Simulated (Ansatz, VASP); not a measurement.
Two plane-wave programs on Ge

```xyz
1
Lattice="0.0000 2.0984 2.0984 2.0984 0.0000 2.0984 2.0984 2.0984 0.0000" Properties=species:S:1:pos:R:3 pbc="T T T"
Ge    0.0000    0.0000    0.0000
```

Alike in both runs: functional PBE; k mesh 4 × 4 × 4; occupations gaussian, width 0.1 eV; no spin polarisation.

Ansatz relaxed the structure, and its values are those at the end. VASP's run is a single point on that final structure, the one shown.

|  | VASP | Ansatz |
| --- | --- | --- |
| version | VASP 6.6.1 | Ansatz 0.2.0 |
| potentials or method | VASP PAW PBE potentials, release 64 (Ge_d), cutoff 500 eV | scalar-relativistic, plane waves, PAW |
| valence electrons in the cell | 14 | 14 |

|  | VASP | Ansatz | Ansatz less VASP |
| --- | --- | --- | --- |
| gap on the k mesh at the Fermi level (eV) | none | none | - |
| pressure (GPa) | 4.4 | 4.4 | +0.03 |

A gap of «none» marks a metal or a gap that the smearing closes. Ansatz's warnings: stress scf threshold loose.

The k mesh is coarse, so the values compare programs but aren't converged.
